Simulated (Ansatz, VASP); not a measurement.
Two plane-wave programs on KC

```
K C
1.0
     3.02773   -3.80908    0.00000
     3.02773    3.80908    0.00000
     0.00000    0.00000    7.62732
K C
4 4
Direct
  0.70727 0.29273 0.00000
  0.70727 0.29273 0.50000
  0.29273 0.70727 0.00000
  0.29273 0.70727 0.50000
  0.89533 0.89533 0.25000
  0.89533 0.89533 0.75000
  0.10467 0.10467 0.25000
  0.10467 0.10467 0.75000
```

Alike in both runs: task single point; functional PBE; k mesh 4 × 4 × 2; occupations gaussian, width 0.1 eV; no spin polarisation.

```csv
,VASP,Ansatz
version,VASP 6.6.1,Ansatz 0.2.0
potentials or method,"VASP PAW PBE potentials, release 64 (K_sv, C), cutoff 520 eV","scalar-relativistic, plane waves, PAW"
valence electrons in the cell,52,52
```

```csv
,VASP,Ansatz,Ansatz less VASP
gap on the k mesh at the Fermi level (eV),3.22,3.22,+0.004
least direct gap on the mesh (eV),3.44,3.44,+0.004
pressure (GPa),0.2,0.0,-0.15
"traceless stress, the component that is largest in VASP (GPa)",0.16,0.00,-0.162
rms of the force components (eV/Å),0.046,0.001,-0.0450
```

Atom by atom the forces differ by 0.046 eV/Å (rms over components).
